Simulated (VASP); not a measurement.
BaS: relaxation of cell and atoms with r2SCAN

The system is BaS.

```
CELL_PARAMETERS angstrom
3.19375 3.19375 0.00000
-3.19375 3.19375 0.00000
0.00000 3.19375 3.19375
ATOMIC_POSITIONS crystal
Ba 0.00000 0.00000 0.00000
S 0.50000 0.50000 0.00000
```

```json
{
 "Program": "VASP 6.6.1",
 "Task": "relaxation of cell and atoms",
 "Functional": "r2SCAN",
 "Potentials or basis": "VASP PAW PBE potentials, release 64 (Ba_sv, S)",
 "Cutoff": "600 eV",
 "k mesh": "10 × 10 × 10",
 "Occupations": "fermi-dirac, width 0.08 eV",
 "Spin": "no spin polarisation",
 "Dipole correction": "no",
 "Further INCAR settings": "ALGO = Normal; EDIFF = 1e-06; IBRION = 2; EDIFFG = -0.002; NSW = 100; ISIF = 3"
}
```

* Relaxed volume: 33.56 Å³/atom
* Relaxed cell: a = 4.562 Å, b = 4.562 Å, c = 4.562 Å, α = 60.00°, β = 60.00°, γ = 90.00°
* Space group after relaxing (to 0.1 Å): Fm-3m (No. 225)
* Energy gained by relaxing: 4.2 meV/atom
* Ionic steps: 3
* Pressure after relaxing: 0.0 GPa
* Band gap on the k mesh: 2.51 eV (least direct gap 2.66 eV)

Step by step:
```tsv
step	energy change (eV)	largest force (eV/Å)	pressure (GPa)	volume (Å³)
1	0.0000	0.0000	1.42	65.15
2	-0.0073	0.0000	-0.50	67.91
3	-0.0085	0.0000	0.00	67.13
```

Final structure:
```
CELL_PARAMETERS angstrom
3.22570 3.22570 0.00000
-3.22570 3.22570 0.00000
0.00000 3.22570 3.22570
ATOMIC_POSITIONS crystal
Ba 0.00000 0.00000 0.00000
S 0.50000 0.50000 0.00000
```

Levels at points of the mesh, in eV from the valence-band top:
| k point | band 4 | band 5 | band 6 | band 7 | band 8 | band 9 | band 10 | band 11 | band 12 |
| --- | --- | --- | --- | --- | --- | --- | --- | --- | --- |
| (0.00, 0.00, 0.00) | -11.55 | -10.75 | 0.00 | 0.00 | 0.00 | 4.07 | 4.30 | 4.30 | 4.30 |
| (0.50, 0.00, 0.00) | -11.58 | -9.55 | -1.85 | -1.03 | -1.03 | 5.93 | 6.04 | 6.74 | 6.74 |
| (0.50, 0.50, 0.00) | -11.72 | -10.66 | -0.56 | -0.15 | -0.15 | 2.51 | 6.44 | 6.54 | 7.88 |

It took 14 min on 1 thread of Oxide Virtual Turin-like Processor (shared host), peak memory 0.22 GiB.

Caveat: the PAW data sets were made with another functional, which shifts forces and pressure a little; spin-orbit coupling is left out, which moves the levels of the heavy elements. A k mesh can miss the band edges.
